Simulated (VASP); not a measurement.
Write the native input for VASP 6.6.1 that does the following.

```
Task                   : single point
Functional             : r2SCAN
Potentials or basis    : VASP PAW PBE potentials, release 64 (B, As, In_d)
Cutoff                 : 520 eV
k mesh                 : 8 × 8 × 8
Occupations            : fermi-dirac, width 0.02 eV
Spin                   : no spin polarisation
Dipole correction      : no
Further INCAR settings : ALGO = Normal; EDIFF = 1e-06; NBANDS = 31
```

The system is In2BAs3.

```
B As In
1.0
    -1.96914    1.96914    8.90479
     1.96914   -1.96914    8.90479
     1.96914    1.96914   -8.90479
B As In
1 3 2
Direct
  0.00000 0.00000 0.00000
  0.43851 0.93851 0.50000
  0.75000 0.25000 0.50000
  0.06149 0.56149 0.50000
  0.34328 0.34328 0.00000
  0.65672 0.65672 0.00000
```

The input as run:

POSCAR

```
In2BAs3
1.0
   -1.9691436040      1.9691436040      8.9047879020
    1.9691436040     -1.9691436040      8.9047879020
    1.9691436040      1.9691436040     -8.9047879020
B As In
1 3 2
Direct
    0.0000000000      0.0000000000      0.0000000000
    0.4385051998      0.9385051998      0.5000000000
    0.7500000000      0.2500000000      0.5000000000
    0.0614948002      0.5614948002      0.5000000000
    0.3432842854      0.3432842854      0.0000000000
    0.6567157146      0.6567157146      0.0000000000
```

INCAR.step1

```
SYSTEM = In2BAs3
PREC = Accurate
ENCUT = 520
ISMEAR = -1
SIGMA = 0.02
LREAL = .False.
LASPH = .True.
NELM = 60
NBANDS = 31
GGA = PE
ALGO = Normal
EDIFF = 1E-4
LWAVE = .True.
LCHARG = .False.
```

INCAR.step2

```
SYSTEM = In2BAs3
PREC = Accurate
ENCUT = 520
EDIFF = 1E-6
ISMEAR = -1
SIGMA = 0.02
LREAL = .False.
LASPH = .True.
NELM = 60
ALGO = Normal
ISIF = 2
LWAVE = .False.
LCHARG = .False.
METAGGA = R2SCAN
LMIXTAU = .True.
NBANDS = 31
ISTART = 1
```

KPOINTS

```
regular mesh
0
Gamma
  8 8 8
  0 0 0
```

Potentials or basis: VASP PAW PBE potentials, release 64 (B, As, In_d).

Run with:

```sh
$ cat potpaw_PBE.64/B/POTCAR potpaw_PBE.64/As/POTCAR potpaw_PBE.64/In_d/POTCAR > POTCAR
$ cp INCAR.step1 INCAR
$ mpirun -np 1 vasp_std > vasp.out
$ cp INCAR.step2 INCAR
$ mpirun -np 1 vasp_std > vasp.out
```

Results of the run:

```
Pressure               : 0.0 GPa
Largest force          : 0.007 eV/Å
Band gap on the k mesh : zero (filled and empty bands touch)
```

Caveat: the PAW data sets were made with another functional, which shifts forces and pressure a little; spin-orbit coupling is left out, which moves the levels of the heavy elements.

It took 36 min on 1 thread of Intel(R) Xeon(R) 6975P-C (Granite Rapids), on a shared host, peak memory 0.91 GiB.
